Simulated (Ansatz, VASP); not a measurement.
## One calculation of Al3GaSb4, two programs

File INCAR:

```
ALGO = Normal
EDIFF = 1E-7
ENCUT = 520
GGA = PE
ISIF = 2
ISMEAR = 0
LASPH = True
LCHARG = False
LREAL = False
LWAVE = False
NBANDS = 31
NELM = 60
PREC = Accurate
SIGMA = 0.02
```

The input KPOINTS:

```
k-points
0
Gamma
  6 4 6
```

File POSCAR:

```
Al3GaSb4
1.0
    4.4051740000      0.0000000000      0.0000000000
    0.0000000000      8.8019689000      0.0000000000
    0.0000000000      0.0000000000      6.2132639000
Al Ga Sb
3 1 4
Direct
    0.5000000000      0.2496450000      0.4999320000
    0.0000000000      0.5000000000      0.9995820000
    0.5000000000      0.7503550000      0.4999320000
    0.0000000000      0.0000000000      0.0001060000
    0.0000000000      0.2498030000      0.2501300000
    0.5000000000      0.5000000000      0.7496500000
    0.0000000000      0.7501970000      0.2501300000
    0.5000000000      0.0000000000      0.7505370000
```

Input for Ansatz:

```yaml
crystal:
  lattice:
    - [4.405174, 0.0, 0.0]
    - [0.0, 8.8019689, 0.0]
    - [0.0, 0.0, 6.2132639]
  atoms:
    - { symbol: Al, position: [0.5, 0.249645, 0.499932] }
    - { symbol: Al, position: [0.0, 0.5, 0.999582] }
    - { symbol: Al, position: [0.5, 0.750355, 0.499932] }
    - { symbol: Ga, position: [0.0, 0.0, 0.000106] }
    - { symbol: Sb, position: [0.0, 0.249803, 0.25013] }
    - { symbol: Sb, position: [0.5, 0.5, 0.74965] }
    - { symbol: Sb, position: [0.0, 0.750197, 0.25013] }
    - { symbol: Sb, position: [0.5, 0.0, 0.750537] }
basis:
  ecutwfc: 420
kpoints:
  mp_grid: { grid: [6, 4, 6] }
  band_path:
    path:
      - [[0.0, 0.0, 0.0], [0.5, 0.0, 0.0], [0.5, 0.5, 0.0], [0.0, 0.5, 0.0], [0.0, 0.0, 0.0], [0.0, 0.0, 0.5], [0.5, 0.0, 0.5], [0.5, 0.5, 0.5], [0.0, 0.5, 0.5], [0.0, 0.0, 0.5]]
      - [[0.5, 0.0, 0.0], [0.5, 0.0, 0.5]]
      - [[0.0, 0.5, 0.0], [0.0, 0.5, 0.5]]
      - [[0.5, 0.5, 0.0], [0.5, 0.5, 0.5]]
    npoints: 14
hamiltonian:
  xc: pbe
scf:
  occupations: { method: gaussian, width: 0.02 }
  n_extra_bands: 20
output:
  forces: true
  stress: true
  eigenvalues: true
  populations: true
  dos: { projected: true, de: 0.02, nscf_kmesh: { grid: [9, 6, 9] } }
  bader: true
  write_density: true
  write_potential: true
  elf: true
  volumetric_format: npy
```

Alike in both runs: task single point; functional PBE; k mesh 6 × 4 × 6; occupations gaussian, width 0.02 eV; no spin polarisation.

|  | VASP | Ansatz |
| --- | --- | --- |
| version | VASP 6.6.1 | Ansatz 0.2.0 |
| potentials or method | VASP PAW PBE potentials, release 64 (Al, Ga_d, Sb), cutoff 520 eV | scalar-relativistic, plane waves, PAW |
| valence electrons in the cell | 42 | 82 |

```csv
,VASP,Ansatz,Ansatz less VASP
gap on the k mesh at the Fermi level (eV),0.70,0.71,+0.006
least direct gap on the mesh (eV),0.78,0.78,-0.001
pressure (GPa),0.2,0.0,-0.15
rms of the force components (eV/Å),0.003,0.001,-0.0029
```

Atom by atom the forces differ by 0.003 eV/Å (rms over components). With one functional, cell and mesh, what is left measures potentials, basis and numerics. VASP's potentials hold 42 valence electrons a cell and Ansatz's 82, so a difference there can come from the potentials and not from the codes.

Spin-orbit coupling is off throughout.
